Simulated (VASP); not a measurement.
# Mo (C2/c) in VASP: further runs

Runs on Mo. Level: PBE. Tasks: relaxation of cell and atoms, single point.

Program: VASP 6.6.1. These are calculated values, not measurements. Logs are shortened: lines on timing, memory, paths and dates and some standing lists are left out, and cuts for length are marked.

## 1. The cell of the first run

The structure is monoclinic, space group C2/c (No. 15). Conventional cell: a = 5.763 Å, b = 3.437 Å, c = 7.629 Å, α = 90.00°, β = 102.17°, γ = 90.00°. Within 2.1 Å of Mo (site symmetry 1) lie 1 Mo at 1.56 Å.

## 2. Relaxation of cell and atoms, PBE

The input, INCAR:

```
PREC = Accurate
ENCUT = 600
EDIFF = 1E-6
ISMEAR = 0
SIGMA = 0.1
LREAL = F
LASPH = T
NELM = 100
ALGO = Fast
ISIF = 3
LWAVE = F
LCHARG = F
GGA = PE
IBRION = 2
NSW = 90
EDIFFG = -0.04
```

The input, KPOINTS:

```
Automatic mesh
0
Gamma
  6 6 4
```

The input, POSCAR:

```
Mo
1.0
    2.8816574611     -1.7185157222      0.0000000000
    2.8816574611      1.7185157222      0.0000000000
   -1.6081953959      0.0000000000      7.4570903052
Mo
4
Direct
    0.9680000000      0.6020000000      0.0997000000
    0.3980000000      0.0320000000      0.4003000000
    0.0320000000      0.3980000000      0.9003000000
    0.6020000000      0.9680000000      0.5997000000
```

Potentials or basis: VASP PAW PBE potentials, release 64 (Mo_sv).

Started as:

```console
cat potpaw_PBE.64/Mo_sv/POTCAR > POTCAR
mpirun -np 1 vasp_std > vasp.out
```

OUTCAR:

```text
PREC = Accurate
   ENCUT = 600
   EDIFF = 1E-6
   ISMEAR = 0
   LREAL = F
   LASPH = T
   NELM = 100
   ISIF = 3
   GGA = PE
   IBRION = 2
   NSW = 90
   EDIFFG = -0.04

 ion  position               nearest neighbor table
   1  0.968  0.602  0.100-   3 1.56   2 2.96   2 2.96   2 3.00   3 3.33   3 3.41
   2  0.398  0.032  0.400-   4 1.56   1 2.96   1 2.96   1 3.00   4 3.33   4 3.41
   3  0.032  0.398  0.900-   1 1.56   4 2.96   4 2.96   4 3.00   1 3.33   1 3.41
   4  0.602  0.968  0.600-   2 1.56   3 2.96   3 2.96   3 3.00   2 3.33   2 3.41

 -----------------------------------------------------------------------------
|                                                                             |
|           W    W    AA    RRRRR   N    N  II  N    N   GGGG   !!!           |
|           W    W   A  A   R    R  NN   N  II  NN   N  G    G  !!!           |
|           W    W  A    A  R    R  N N  N  II  N N  N  G       !!!           |
|           W WW W  AAAAAA  RRRRR   N  N N  II  N  N N  G  GGG   !            |
|           WW  WW  A    A  R   R   N   NN  II  N   NN  G    G                |
|           W    W  A    A  R    R  N    N  II  N    N   GGGG   !!!           |
|                                                                             |
|     The distance between some ions is very small. Please check the          |
|     nearest-neighbor list in the OUTCAR file.                               |
|     I HOPE YOU KNOW WHAT YOU ARE DOING!                                     |
|                                                                             |
 -----------------------------------------------------------------------------

  LATTYP: Found a base centered monoclinic cell.
 ALAT       =     5.7633149222
 B/A-ratio  =     0.5963636363
 C/A-ratio  =     1.3236360153
 COS(beta)  =    -0.2108132423

  Lattice vectors:

 A1 = (   2.8816574611,  -1.7185157222,   0.0000000000)
 A2 = (   2.8816574611,   1.7185157222,   0.0000000000)
 A3 = (  -1.6081953959,   0.0000000000,   7.4570903052)

Analysis of symmetry for initial positions (statically):
=====================================================================
 Subroutine PRICEL returns:
 Original cell was already a primitive cell.

 Routine SETGRP: Setting up the symmetry group for a
 base centered monoclinic supercell.

 Subroutine GETGRP returns: Found  4 space group operations
 (whereof  2 operations were pure point group operations)
 out of a pool of  4 trial point group operations.

The static configuration has the point symmetry S_2 .
 The point group associated with its full space group is C_2h.

Analysis of symmetry for dynamics (positions and initial velocities):
=====================================================================
 Subroutine PRICEL returns:
 Original cell was already a primitive cell.

 Routine SETGRP: Setting up the symmetry group for a
 base centered monoclinic supercell.

 Subroutine GETGRP returns: Found  4 space group operations
 (whereof  2 operations were pure point group operations)
 out of a pool of  4 trial point group operations.

The dynamic configuration has the point symmetry S_2 .
 The point group associated with its full space group is C_2h.

 Subroutine INISYM returns: Found  4 space group operations
 (whereof  2 operations are pure point group operations),
 and found     1 'primitive' translations

----------------------------------------------------------------------------------------

                                     Primitive cell

  volume of cell :      73.8576

  direct lattice vectors                    reciprocal lattice vectors
     2.881657461 -1.718515722  0.000000000     0.173511254 -0.290948749  0.037419421
     2.881657461  1.718515722  0.000000000     0.173511254  0.290948749  0.037419421
    -1.608195396  0.000000000  7.457090305     0.000000000  0.000000000  0.134100562

  length of vectors
     3.355181964  3.355181964  7.628531199     0.340818930  0.340818930  0.134100562

  position of ions in fractional coordinates (direct lattice)
     0.968000000  0.602000000  0.099700000
     0.398000000  0.032000000  0.400300000
     0.032000000  0.398000000  0.900300000
     0.602000000  0.968000000  0.599700000

  ion indices of the primitive-cell ions
   primitive index   ion index
                 1           1
                 2           2
                 3           3
                 4           4

----------------------------------------------------------------------------------------

 KPOINTS: Automatic mesh

Automatic generation of k-mesh.
 Grid dimensions read from file:
 generate k-points for:    6    6    4

 Generating k-lattice:

  Cartesian coordinates                     Fractional coordinates (reciprocal lattice)
     0.028918542 -0.048491458  0.006236570     0.166666667  0.000000000  0.000000000
     0.028918542  0.048491458  0.006236570     0.000000000  0.166666667  0.000000000
     0.000000000  0.000000000  0.033525140     0.000000000  0.000000000  0.250000000

  Length of vectors
     0.056803155  0.056803155  0.033525140

  Shift w.r.t. Gamma in fractional coordinates (k-lattice)
     0.000000000  0.000000000  0.000000000

 Subroutine IBZKPT returns following result:
 ===========================================

 Found     47 irreducible k-points:

 Following reciprocal coordinates:
            Coordinates               Weight
  0.000000  0.000000  0.000000      1.000000
  0.166667 -0.000000 -0.000000      4.000000
  0.333333 -0.000000 -0.000000      4.000000
  0.500000  0.000000 -0.000000      2.000000
  0.166667  0.166667 -0.000000      2.000000
  0.333333  0.166667 -0.000000      4.000000
[... 16 lines left out ...]
 -0.333333  0.166667  0.250000      4.000000
 -0.166667  0.166667  0.250000      4.000000
 [... further k-points ...]
   k-points           NKPTS =     47   k-points in BZ     NKDIM =     47   number of bands    NBANDS=     33
   number of dos      NEDOS =    301   number of ions     NIONS =      4
   total plane-waves  NPLWV =  50176
   dimension x,y,z NGX =    28 NGY =   28 NGZ =   64
   dimension x,y,z NGXF=    56 NGYF=   56 NGZF=  128
   ions per type =               4
   NGX,Y,Z   is equivalent  to a cutoff of  13.87, 13.87, 13.95 a.u.
   NGXF,Y,Z  is equivalent  to a cutoff of  27.75, 27.75, 27.89 a.u.
 SYSTEM =  unknown system
   PREC   = accura    normal or accurate (medium, high low for compatibility)
   ISTART =      0    job   : 0-new  1-cont  2-samecut
   ICHARG =      2    charge: 1-file 2-atom 10-const
   ISPIN  =      1    spin polarized calculation?
   LNONCOLLINEAR =      F non collinear calculations
   LSORBIT =      F    spin-orbit coupling
   LASPH  =      T    aspherical Exc in radial PAW
   ENCUT  =  600.0 eV  44.10 Ry    6.64 a.u.   6.70  6.70 15.24*2*pi/ulx,y,z
   NELM   =    100;   NELMIN=  2; NELMDL= -5     # of ELM steps
   EDIFF  = 0.1E-05   stopping-criterion for ELM
   LREAL  =      F    real-space projection
   EDIFFG = -.4E-01   stopping-criterion for IOM
   NSW    =     90    number of steps for IOM
   IBRION =      2    ionic relax: 0-MD 1-quasi-New 2-CG
   NFREE  =      1    steps in history (QN), initial steepest desc. (CG)
   ISIF   =      3    stress and relaxation
   ISYM   =      2    0-nonsym 1-usesym 2-fastsym
   POTIM  = 0.5000    time-step for ionic-motion
   TEBEG  =    0.0;   TEEND  =   0.0 temperature during run
   PSTRESS=    0.0 pullay stress
   NELECT =      56.0000    total number of electrons
   NUPDOWN=      -1.0000    fix difference up-down
   EMIN   =  10.00;   EMAX   =-10.00  energy-range for DOS
   EFERMI =   0.00;   METHOD = LEGACY
   ISMEAR =     0;   SIGMA  =   0.10  broadening in eV -4-tet -1-fermi 0-gaus
   EFERMI_NEDOS =   21; number of points for ismear=-14 and -15
   IALGO  =     68    algorithm
   IMIX   =      4    mixing-type and parameters
     AMIX     =   0.40;   BMIX     =  1.00
     AMIX_MAG =   1.60;   BMIX_MAG =  1.00
  volume/ion in A,a.u.               =      18.46       124.60
  Fermi-wavevector in a.u.,A,eV,Ry     =   1.492814  2.821010 30.320504  2.228494
  Thomas-Fermi vector in A             =   2.605294
   LORBIT       =      0    0 simple, 1 ext, 2 COOP (PROOUT), +10 PAW based schemes
   GGA     = PE    functional components
   LHFCALC =     F    Hartree Fock is set to
   AEXX    =    0.0000 exact exchange contribution
   IVDW    =     0    specifies the selected vdW correction
   LEPSILON=     F    determine dielectric tensor
   LRPA    =     F    only Hartree local field effects (RPA)
 conjugate gradient relaxation of ions
 non-spin polarized calculation
 RMM-DIIS sequential band-by-band and
 Gauss-broadening in eV      SIGMA  =   0.10
  energy-cutoff  :      600.00
  volume of cell :       73.86
 maximum number of plane-waves:      2481
   NGX = 13   NGY = 13   NGZ = 31

--------------------------------------- Ionic step        1  -------------------------------------------

 number of electron      56.0000001 magnetization

 Free energy of the ion-electron system (eV)
  ---------------------------------------------------
  ext. energy  EPLUGINS =         0.00000000
  ---------------------------------------------------
  free energy    TOTEN  =       -16.82126141 eV

  energy without entropy =      -16.80344420  energy(sigma->0) =      -16.81235280

------------------------ aborting loop because EDIFF is reached ----------------------------------------

  FORCE on cell =-STRESS in cart. coord.  units (eV):
  Direction    XX          YY          ZZ          XY          YZ          ZX
  --------------------------------------------------------------------------------------
  -------------------------------------------------------------------------------------
  Total        2.3367020     18.6465083    191.3226797      0.0000000      0.0000000     10.3490366
  in kB       50.6895748    404.4947029   4150.3218237      0.0000000      0.0000000    224.4994301
  external PRESSURE =    1535.1687004 kB  Pullay stress =       0.0000000 kB
[... 897 lines left out ...]
     32     106.3848      0.00000
     33     111.0083      0.00000

 [... further k-points ...]

------------------------ aborting loop EDIFF was not reached (unconverged)  ----------------------------

  FORCE on cell =-STRESS in cart. coord.  units (eV):
  Direction    XX          YY          ZZ          XY          YZ          ZX
  --------------------------------------------------------------------------------------
  -------------------------------------------------------------------------------------
  Total     4146.8824543   3595.0144514  -4779.2579501      0.0000000      0.0000000   1409.9767280
  in kB    21695.3800718  18808.1542573 -25003.7995608      0.0000000      0.0000000   7376.6211954
  external PRESSURE =    5166.5782561 kB  Pullay stress =       0.0000000 kB
[... 25 lines left out ...]
--------------------------------------- Ionic step        3  -------------------------------------------

 number of electron      56.0000010 magnetization

------------------------ aborting loop EDIFF was not reached (unconverged)  ----------------------------

  FORCE on cell =-STRESS in cart. coord.  units (eV):
  Direction    XX          YY          ZZ          XY          YZ          ZX
  --------------------------------------------------------------------------------------
  -------------------------------------------------------------------------------------
  Total      110.2449645    106.6412369    163.4000139      0.0000000      0.0000000      2.4396677
  in kB     1941.3016549   1877.8436794   2877.3079927      0.0000000      0.0000000     42.9600651
  external PRESSURE =    2232.1511090 kB  Pullay stress =       0.0000000 kB
[... 893 lines left out ...]
     32       8.2915      0.00000
     33       8.4358      0.00000

 [... further k-points ...]

[... ionic steps 4 to 18 ...]

--------------------------------------- Ionic step       19  -------------------------------------------

 number of electron      55.9999994 magnetization

------------------------ aborting loop because EDIFF is reached ----------------------------------------
[... 71 lines left out ...]
--------------------------------------- Ionic step       21  -------------------------------------------

 number of electron      55.9999994 magnetization

 Free energy of the ion-electron system (eV)
  ---------------------------------------------------
  ext. energy  EPLUGINS =         0.00000000
  ---------------------------------------------------
  free energy    TOTEN  =       -42.75733927 eV

  energy without entropy =      -42.73374191  energy(sigma->0) =      -42.74554059

 E-fermi :  12.0622     XC(G=0): -13.1894

 val. band max:       12.0475862677   @ k =   0.1667  -0.0000  -0.0000
 cond. band min:      12.0711498381   @ k =   0.5000   0.0000  -0.0000
 fundamental gap:      0.0235635704
 Fermi energy:        12.0622231220
[... 895 lines left out ...]
  FREE ENERGIE OF THE ION-ELECTRON SYSTEM (eV)
  ---------------------------------------------------
  free  energy   TOTEN  =       -42.7573392655 eV

  energy  without entropy=      -42.7337419131  energy(sigma->0) =      -42.74554059

 reached required accuracy - stopping structural energy minimisation
```

Run time: 76 min. Hardware: 1 thread of AMD EPYC 9R45 (Zen 5), shared host; peak memory 0.25 GiB.

What came out:

| Property | Result |
| --- | --- |
| Free energy | -42.7573 eV |
| Relaxed volume | 16.12 Å³/atom |
| Relaxed cell | a = 3.020 Å, b = 3.020 Å, c = 9.001 Å, α = 89.99°, β = 89.99°, γ = 51.77° |
| Space group after relaxing (to 0.1 Å) | C2/c (No. 15) |
| Pressure after relaxing | -0.1 GPa |
| Largest force after relaxing | 0.027 eV/Å |
| Band gap on the k mesh | zero (bands 28 and 29 overlap by 1.61 eV) |

Forces in eV/Å, atoms in the order of the input:
```
Mo  -0.018 -0.021  0.003
Mo   0.018 -0.021 -0.003
Mo   0.018  0.021 -0.003
Mo  -0.018  0.021  0.003
```

Final structure:
```xyz
4
Lattice="2.7078 -1.3185 0.2266 2.7078 1.3185 0.2266 -0.7484 0.0000 8.9694" Properties=species:S:1:pos:R:3 pbc="T T T"
Mo    4.3904   -0.3493    3.7882
Mo    0.6511   -0.3493    1.1497
Mo    0.2769    0.3493    5.6344
Mo    4.0162    0.3493    8.2729
```

Caveat: a cell axis changed by over 15 % at a fixed basis, so the end point is rough.

## 3. Single point, PBE

The input, INCAR:

```
PREC = Accurate
ENCUT = 520
EDIFF = 1E-6
ISMEAR = 0
SIGMA = 0.1
LREAL = F
LASPH = T
NELM = 100
ALGO = Fast
ISIF = 2
LWAVE = F
LCHARG = F
GGA = PE
NBANDS = 36
```

KPOINTS is that of step 2.

POSCAR is that of step 2.

Potentials or basis: VASP PAW PBE potentials, release 64 (Mo_sv).

Started as:

```console
cat potpaw_PBE.64/Mo_sv/POTCAR > POTCAR
mpirun -np 1 vasp_std > vasp.out
```

Wall time 96 s (1 thread of AMD EPYC 9R45 (Zen 5), shared host); peak memory 0.22 GiB.

Results (log left out):

- Free energy: -16.8131 eV
- Pressure: 153.6 GPa
- Largest force: 63.824 eV/Å
- Band gap on the k mesh: zero (bands 28 and 29 overlap by 0.46 eV)

Forces in eV/Å, atoms in the order of the input:
```
Mo    3.371  19.254  60.757
Mo   -3.371  19.254 -60.757
Mo   -3.371 -19.254 -60.757
Mo    3.371 -19.254  60.757
```

Stress tensor (GPa, compression positive):
```
  5.14   0.00  22.46
  0.00  40.53   0.00
 22.46   0.00 415.23
```

Levels at points of the mesh, in eV from the Fermi level:
```csv
k point,band 25,band 26,band 27,band 28,band 29,band 30,band 31,band 32
"(0.00, 0.00, 0.00)",-3.33,-3.32,-3.26,-3.05,0.66,0.87,1.40,1.83
"(0.50, 0.00, 0.00)",-1.53,-1.45,-0.95,-0.76,0.07,0.39,1.82,2.16
"(0.50, 0.50, 0.00)",-1.26,-1.15,-0.97,-0.72,0.15,0.58,1.50,1.75
"(0.00, 0.00, 0.50)",-3.29,-3.29,-3.12,-3.12,0.76,0.76,1.51,1.51
"(0.50, 0.00, 0.50)",-1.31,-1.13,-1.05,-0.78,-0.20,0.43,1.08,2.25
"(0.50, 0.50, 0.50)",-1.80,-1.80,-0.44,-0.44,0.09,0.09,2.33,2.33
```

Caveat: atoms lie so close that the PAW spheres overlap strongly, which falsifies energies and pressures; the cell stands under pressure; forces of over 1 eV/Å act on the atoms, so gaps and moduli don't describe the material at rest.
